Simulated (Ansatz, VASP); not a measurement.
**One calculation of Hg, two programs**

```
CELL_PARAMETERS angstrom
3.31180 0.00000 0.00000
-1.65590 2.86810 0.00000
0.00000 0.00000 5.78340
ATOMIC_POSITIONS crystal
Hg 0.66667 0.33333 0.75000
Hg 0.33333 0.66667 0.25000
```

Alike in both runs: task single point; functional PBEsol; dispersion D3(BJ); k mesh 18 × 18 × 10; occupations gaussian, width 0.15 eV; no spin polarisation.

```csv
,VASP,Ansatz
version,VASP 6.6.1,Ansatz 0.2.0
potentials or method,"VASP PAW PBE potentials, release 64 (Hg), cutoff 520 eV","scalar-relativistic, plane waves, PAW"
valence electrons in the cell,24,40
```

VASP gave:

```
gap on the k mesh at the Fermi level (eV)                     : none
pressure (GPa)                                                : -4.4
traceless stress, the component that is largest in VASP (GPa) : -0.61
```

Q: Estimate Ansatz's values.

A: gap on the k mesh at the Fermi level (eV): none; pressure (GPa): -4.6; traceless stress, the component that is largest in VASP (GPa): -0.56.

VASP's potentials were made for PBE, not for PBEsol. A gap of «none» marks a metal or a gap that the smearing closes. VASP's potentials hold 24 valence electrons a cell and Ansatz's 40, so a difference there can come from the potentials and not from the codes.

Spin-orbit coupling is off throughout.
